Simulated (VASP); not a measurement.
## Zr: single point with PBE

The system is Zr.

```
Zr
1.0
     0.00000    2.76230    2.76230
     2.76230    0.00000    2.76230
     2.76230    2.76230    0.00000
Zr
2
Direct
  0.87500 0.87500 0.87500
  0.12500 0.12500 0.12500
```

This isn't the form of Zr at room conditions, which is hcp.

```json
{"Program": "VASP 6.6.1", "Task": "single point", "Functional": "PBE", "Potentials or basis": "VASP PAW PBE potentials, release 64 (Zr_sv)", "Cutoff": "520 eV", "k mesh": "11 × 11 × 11", "Occupations": "fermi-dirac, width 0.08 eV", "Spin": "no spin polarisation", "Dipole correction": "no", "k mesh for the DOS": "17 × 17 × 17", "Occupations for the DOS": "tetrahedron", "Further INCAR settings": "ALGO = Normal; EDIFF = 1e-07; NBANDS = 19"}
```

```yaml
Valence_electrons_inside_the_program's_atomic_spheres: Zr 10.63
```

Levels at points of the mesh, in eV from the Fermi level:
| k point | band 10 | band 11 | band 12 | band 13 | band 14 | band 15 |
| --- | --- | --- | --- | --- | --- | --- |
| (0.00, 0.00, 0.00) | -2.03 | -2.03 | -0.03 | -0.03 | -0.03 | 3.10 |

It took 64 s on 1 thread of Intel(R) Xeon(R) 6975P-C (Granite Rapids), on a shared host, peak memory 0.23 GiB.
